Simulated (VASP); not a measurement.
# Bi2Te3 (Pm-3m) in VASP: notebook

Bi2Te3 is run at these levels: PBE; tasks: single point.

All numbers are computed with VASP 6.6.1; they aren't measurements. Logs are shortened: lines on timing, memory, paths and dates and some standing lists are left out, and cuts for length are marked.

## (1) The cell of the first run

It takes space group Pm-3m (No. 221, cubic). Conventional cell: a = 5.567 Å, b = 5.567 Å, c = 5.567 Å, α = 90.00°, β = 90.00°, γ = 90.00°. Within 5.2 Å of Bi (site symmetry m-3m) lie 12 Te at 3.94 Å and 8 Bi at 4.82 Å. Within 3.7 Å of Bi (site symmetry m-3m) lie 6 Te at 2.78 Å. Within 3.7 Å of Te (site symmetry 4/mmm) lie 2 Bi at 2.78 Å.

The cell was generated, and may not be a known phase.

## (2) Single point, PBE

File INCAR:

```
SYSTEM = Bi2Te3
PREC     = Accurate       ! precision mode
ENCUT    = 520            ! plane-wave cutoff, eV
EDIFF    = 1E-6           ! SCF threshold, eV
ISMEAR   = 0              ! smearing method
SIGMA    = 0.1            ! smearing width, eV
LREAL    = .False.        ! projectors in reciprocal space
LASPH    = .True.         ! aspherical terms in the spheres
NELM     = 80             ! most SCF steps
ALGO     = Normal         ! electronic algorithm
ISIF     = 2              ! what is computed and relaxed
LWAVE    = .False.        ! write WAVECAR
LCHARG   = .False.        ! write CHGCAR
GGA      = PE             ! functional
NBANDS   = 32             ! bands
```

File KPOINTS:

```
Automatic mesh
0
Gamma
  4 4 4
  0 0 0
```

File POSCAR:

```
Bi2Te3
1.0
    5.5670614800      0.0000000000      0.0000000000
    0.0000000000      5.5670614800      0.0000000000
    0.0000000000      0.0000000000      5.5670614800
Bi Te
2 3
Direct
    0.0000000000      0.0000000000      0.0000000000
    0.5000000000      0.5000000000      0.5000000000
    0.0000000000      0.5000000000      0.5000000000
    0.5000000000      0.0000000000      0.5000000000
    0.5000000000      0.5000000000      0.0000000000
```

Potentials or basis: VASP PAW PBE potentials, release 64 (Bi_d, Te).

Run with:

```console
$ cat potpaw_PBE.64/Bi_d/POTCAR potpaw_PBE.64/Te/POTCAR > POTCAR
$ mpirun -np 1 vasp_std > vasp.out
```

OUTCAR:

```text
SYSTEM = Bi2Te3
   PREC = Accurate
   ENCUT = 520
   EDIFF = 1E-6
   ISMEAR = 0
   LREAL = .False.
   LASPH = .True.
   NELM = 80
   ISIF = 2
   GGA = PE

 ion  position               nearest neighbor table
   1  0.000  0.000  0.000-
   2  0.500  0.500  0.500-   3 2.78   4 2.78   5 2.78   5 2.78   4 2.78   3 2.78
   3  0.000  0.500  0.500-   2 2.78   2 2.78
   4  0.500  0.000  0.500-   2 2.78   2 2.78
   5  0.500  0.500  0.000-   2 2.78   2 2.78

  LATTYP: Found a simple cubic cell.
 ALAT       =     5.5670614800

  Lattice vectors:

 A1 = (   5.5670614800,   0.0000000000,   0.0000000000)
 A2 = (   0.0000000000,   5.5670614800,   0.0000000000)
 A3 = (   0.0000000000,   0.0000000000,   5.5670614800)

Analysis of symmetry for initial positions (statically):
=====================================================================
 Subroutine PRICEL returns:
 Original cell was already a primitive cell.

 Routine SETGRP: Setting up the symmetry group for a
 simple cubic supercell.

 Subroutine GETGRP returns: Found 48 space group operations
 (whereof 48 operations were pure point group operations)
 out of a pool of 48 trial point group operations.

The static configuration has the point symmetry O_h .

Analysis of symmetry for dynamics (positions and initial velocities):
=====================================================================
 Subroutine PRICEL returns:
 Original cell was already a primitive cell.

 Routine SETGRP: Setting up the symmetry group for a
 simple cubic supercell.

 Subroutine GETGRP returns: Found 48 space group operations
 (whereof 48 operations were pure point group operations)
 out of a pool of 48 trial point group operations.

The dynamic configuration has the point symmetry O_h .

 Subroutine INISYM returns: Found 48 space group operations
 (whereof 48 operations are pure point group operations),
 and found     1 'primitive' translations

----------------------------------------------------------------------------------------

                                     Primitive cell

  volume of cell :     172.5353

  direct lattice vectors                    reciprocal lattice vectors
     5.567061480  0.000000000  0.000000000     0.179627979  0.000000000  0.000000000
     0.000000000  5.567061480  0.000000000     0.000000000  0.179627979  0.000000000
     0.000000000  0.000000000  5.567061480     0.000000000  0.000000000  0.179627979
[... 75 lines left out ...]
   EDIFF  = 0.1E-05   stopping-criterion for ELM
   LREAL  =      F    real-space projection
   EDIFFG = 0.1E-04   stopping-criterion for IOM
   NSW    =      0    number of steps for IOM
   IBRION =     -1    ionic relax: 0-MD 1-quasi-New 2-CG
   NFREE  =      0    steps in history (QN), initial steepest desc. (CG)
   ISIF   =      2    stress and relaxation
   ISYM   =      2    0-nonsym 1-usesym 2-fastsym
   POTIM  = 0.5000    time-step for ionic-motion
   TEBEG  =    0.0;   TEEND  =   0.0 temperature during run
   PSTRESS=    0.0 pullay stress
   NELECT =      48.0000    total number of electrons
   NUPDOWN=      -1.0000    fix difference up-down
   EMIN   =  10.00;   EMAX   =-10.00  energy-range for DOS
   EFERMI =   0.00;   METHOD = LEGACY
   ISMEAR =     0;   SIGMA  =   0.10  broadening in eV -4-tet -1-fermi 0-gaus
   EFERMI_NEDOS =   21; number of points for ismear=-14 and -15
   IALGO  =     38    algorithm
   IMIX   =      4    mixing-type and parameters
     AMIX     =   0.40;   BMIX     =  1.00
     AMIX_MAG =   1.60;   BMIX_MAG =  1.00
  volume/ion in A,a.u.               =      34.51       232.87
  Fermi-wavevector in a.u.,A,eV,Ry     =   1.068717  2.019582 15.539965  1.142155
  Thomas-Fermi vector in A             =   2.204373
   LORBIT       =      0    0 simple, 1 ext, 2 COOP (PROOUT), +10 PAW based schemes
   GGA     = PE    functional components
   LHFCALC =     F    Hartree Fock is set to
   AEXX    =    0.0000 exact exchange contribution
   IVDW    =     0    specifies the selected vdW correction
   LEPSILON=     F    determine dielectric tensor
   LRPA    =     F    only Hartree local field effects (RPA)
 non-spin polarized calculation
 Gauss-broadening in eV      SIGMA  =   0.10
  energy-cutoff  :      520.00
  volume of cell :      172.54
 maximum number of plane-waves:      4697
 NGX is ok and might be reduce to    42
   NGX = 21   NGY = 21   NGZ = 21

 number of electron      48.0000025 magnetization

 Free energy of the ion-electron system (eV)
  ---------------------------------------------------
  ext. energy  EPLUGINS =         0.00000000
  ---------------------------------------------------
  free energy    TOTEN  =       -13.59291942 eV

  energy without entropy =      -13.57825320  energy(sigma->0) =      -13.58558631

 E-fermi :   5.7125     XC(G=0):  -9.2531

 val. band max:        5.6235702326   @ k =   0.5000   0.2500   0.2500
 cond. band min:       5.8179753145   @ k =   0.5000   0.2500   0.0000
 fundamental gap:      0.1944050819
 Fermi energy:         5.7125160807

 k-point     1 :       0.0000    0.0000    0.0000
  band No.  band energies     occupation
      1     -17.7739      2.00000
      2     -17.7739      2.00000
      3     -17.7503      2.00000
      4     -17.7503      2.00000
      5     -17.7474      2.00000
      6     -17.7474      2.00000
[... 339 lines left out ...]
     31      10.9890      0.00000
     32      11.5678      0.00000

------------------------ aborting loop because EDIFF is reached ----------------------------------------

  FORCE on cell =-STRESS in cart. coord.  units (eV):
  Direction    XX          YY          ZZ          XY          YZ          ZX
  --------------------------------------------------------------------------------------
  -------------------------------------------------------------------------------------
  Total        7.4856535      7.4856535      7.4856535      0.0000000     -0.0000000     -0.0000000
  in kB       69.5123949     69.5123949     69.5123949      0.0000000     -0.0000000     -0.0000000
  external PRESSURE =      69.5123949 kB  Pullay stress =       0.0000000 kB

 VOLUME and BASIS-vectors are now :
 -----------------------------------------------------------------------------
  energy-cutoff  :      520.00
  volume of cell :      172.54
      direct lattice vectors                 reciprocal lattice vectors
     5.567061480  0.000000000  0.000000000     0.179627979  0.000000000  0.000000000
     0.000000000  5.567061480  0.000000000     0.000000000  0.179627979  0.000000000
     0.000000000  0.000000000  5.567061480     0.000000000  0.000000000  0.179627979

 POSITION                                       TOTAL-FORCE (eV/Angst)
 -----------------------------------------------------------------------------------
      0.00000      0.00000      0.00000         0.000000      0.000000      0.000000
      2.78353      2.78353      2.78353         0.000000      0.000000      0.000000
      0.00000      2.78353      2.78353         0.000000      0.000000      0.000000
      2.78353      0.00000      2.78353         0.000000      0.000000      0.000000
      2.78353      2.78353      0.00000         0.000000      0.000000      0.000000
 -----------------------------------------------------------------------------------
    total drift:                                0.000000     -0.000000     -0.000000

  FREE ENERGIE OF THE ION-ELECTRON SYSTEM (eV)
  ---------------------------------------------------
  free  energy   TOTEN  =       -13.5929194193 eV

  energy  without entropy=      -13.5782531980  energy(sigma->0) =      -13.58558631
```

Run time: 28 s. Hardware: 1 thread of Intel Xeon 6975P-C (Granite Rapids), shared host; peak memory 0.27 GiB.

What came out:

| Quantity | Value |
| --- | --- |
| Free energy | -13.5929 eV |
| Pressure | 7.0 GPa |
| Band gap on the k mesh | zero (bands 24 and 25 overlap by 0.86 eV) |

Levels at points of the mesh, in eV from the Fermi level:
| k point | band 20 | band 21 | band 22 | band 23 | band 24 | band 25 | band 26 | band 27 | band 28 | band 29 |
| --- | --- | --- | --- | --- | --- | --- | --- | --- | --- | --- |
| (0.00, 0.00, 0.00) | -1.71 | -1.71 | -0.88 | -0.88 | -0.88 | 1.56 | 1.56 | 1.56 | 4.02 | 4.02 |
| (0.50, 0.00, 0.00) | -1.97 | -1.37 | -0.84 | -0.82 | -0.82 | 0.42 | 0.73 | 0.73 | 1.60 | 4.55 |
| (0.50, 0.50, 0.00) | -1.61 | -1.61 | -0.74 | -0.61 | 0.11 | 0.11 | 0.52 | 0.66 | 2.12 | 2.12 |
| (0.50, 0.50, 0.50) | -0.70 | 0.55 | 0.55 | 0.55 | 0.58 | 0.58 | 0.58 | 1.41 | 1.44 | 1.44 |

Caveat: the cell stands under pressure; spin-orbit coupling is left out, which moves the levels of the heavy elements.

## (3) Single point, PBE

This run uses another cell than the first one, of 39.80 Å³/atom.

File INCAR:

```
SYSTEM = Bi2Te3
  ALGO = Normal
  EDIFF = 1E-6
  ENCUT = 520
  GGA = PE
  ISIF = 2
  ISMEAR = 0
  LASPH = .True.
  LCHARG = .True.
  LELF = .True.
  LREAL = .False.
  LVHAR = .True.
  LWAVE = .False.
  NBANDS = 32
  NELM = 60
  PREC = Accurate
  SIGMA = 0.1
```

File KPOINTS:

```
k-points
0
Gamma
  4 4 4
  0 0 0
```

Changes to POSCAR since step 2:

```diff
@@ -2,5 +2,5 @@
 1.0
-    5.5670614800      0.0000000000      0.0000000000
-    0.0000000000      5.5670614800      0.0000000000
-    0.0000000000      0.0000000000      5.5670614800
+    5.8384557271      0.0000000000      0.0000000000
+    0.0000000000      5.8384557271      0.0000000000
+    0.0000000000      0.0000000000      5.8384557271
 Bi Te
```

Potentials or basis: VASP PAW PBE potentials, release 64 (Bi_d, Te).

Run with:

```console
$ cat potpaw_PBE.64/Bi_d/POTCAR potpaw_PBE.64/Te/POTCAR > POTCAR
$ mpirun -np 1 vasp_std > vasp.out
```

Run time: 36 s. Hardware: 1 thread of Intel Xeon 6975P-C (Granite Rapids), shared host; peak memory 0.33 GiB.

The run converged. Its results:

```yaml
Free_energy: -14.1227 eV
Pressure: 0.3 GPa
Band_gap_on_the_k_mesh: zero (bands 24 and 25 overlap by 0.63 eV)
```

Levels at points of the mesh, in eV from the Fermi level:
```csv
k point,band 20,band 21,band 22,band 23,band 24,band 25,band 26,band 27,band 28,band 29
"(0.00, 0.00, 0.00)",-1.42,-1.42,-0.69,-0.69,-0.69,1.21,1.21,1.21,4.28,4.28
"(0.50, 0.00, 0.00)",-1.78,-1.04,-0.77,-0.65,-0.65,0.11,0.58,0.58,1.38,4.77
"(0.50, 0.50, 0.00)",-1.27,-1.27,-0.76,-0.46,0.08,0.08,0.23,0.40,1.68,1.68
"(0.50, 0.50, 0.50)",-0.73,0.38,0.38,0.38,0.42,0.42,0.42,0.76,1.12,1.12
```

Caveat: spin-orbit coupling is left out, which moves the levels of the heavy elements.

## (4) Single point, PBE

This run uses another cell than the first one, of 40.19 Å³/atom.

File INCAR:

```
PREC     = Accurate       # precision mode
ENCUT    = 520            # plane-wave cutoff, eV
EDIFF    = 1E-7           # SCF threshold, eV
ISMEAR   = 0              # smearing method
SIGMA    = 0.1            # smearing width, eV
LREAL    = F              # projectors in reciprocal space
LASPH    = T              # aspherical terms in the spheres
NELM     = 80             # most SCF steps
ALGO     = Normal         # electronic algorithm
ISIF     = 2              # what is computed and relaxed
LWAVE    = F              # write WAVECAR
LCHARG   = F              # write CHGCAR
GGA      = PE             # functional
NBANDS   = 32             # bands
```

File KPOINTS:

```
Automatic mesh
0
Gamma
  6 6 6
```

Changes to POSCAR since step 3:

```diff
@@ -2,5 +2,5 @@
 1.0
-    5.8384557271      0.0000000000      0.0000000000
-    0.0000000000      5.8384557271      0.0000000000
-    0.0000000000      0.0000000000      5.8384557271
+    5.8572236732      0.0000000000      0.0000000000
+    0.0000000000      5.8572236732      0.0000000000
+    0.0000000000      0.0000000000      5.8572236732
 Bi Te
```

Run with:

```console
$ cat potpaw_PBE.64/Bi_d/POTCAR potpaw_PBE.64/Te/POTCAR > POTCAR
$ mpirun -np 1 vasp_std > vasp.out
```

Run time: 71 s. Hardware: 1 thread of Intel Xeon 6975P-C (Granite Rapids), shared host; peak memory 0.37 GiB.

Results (log left out):

```
Free energy            : -14.2837 eV
Pressure               : 0.0 GPa
Band gap on the k mesh : zero (bands 24 and 25 overlap by 0.50 eV)
```

Levels at points of the mesh, in eV from the Fermi level:
```csv
k point,band 22,band 23,band 24,band 25,band 26,band 27
"(0.00, 0.00, 0.00)",-0.73,-0.73,-0.73,1.18,1.18,1.18
"(0.50, 0.00, 0.00)",-0.77,-0.69,-0.69,0.08,0.57,0.57
"(0.50, 0.50, 0.00)",-0.78,-0.43,0.09,0.09,0.18,0.34
"(0.50, 0.50, 0.50)",0.36,0.36,0.39,0.39,0.39,0.70
```

Caveat: spin-orbit coupling is left out, which moves the levels of the heavy elements.

## (5) Overview

| cell | k mesh | gap on the mesh (eV) | pressure (GPa) |
| --- | --- | --- | --- |
| a = 5.567 Å, 5 atoms | 4 × 4 × 4 | none | 7.0 |
| a = 5.838 Å, 5 atoms | 4 × 4 × 4 | none | 0.3 |
| a = 5.857 Å, 5 atoms | 6 × 6 × 6 | none | 0.0 |

Alike in all rows: task single point; level PBE; potentials or basis VASP PAW PBE potentials, release 64 (Bi_d, Te); no spin polarisation; cutoff (eV) 520; smearing gaussian 0.1 eV.

Caveats: spin-orbit coupling is left out, which moves the levels of the heavy elements; the cell stands under pressure (at least some runs).

Total energies depend on the potentials used, so only differences within one code and one set of settings carry meaning.

The gap in the log of VASP goes by the Fermi energy; the results here count the filled bands.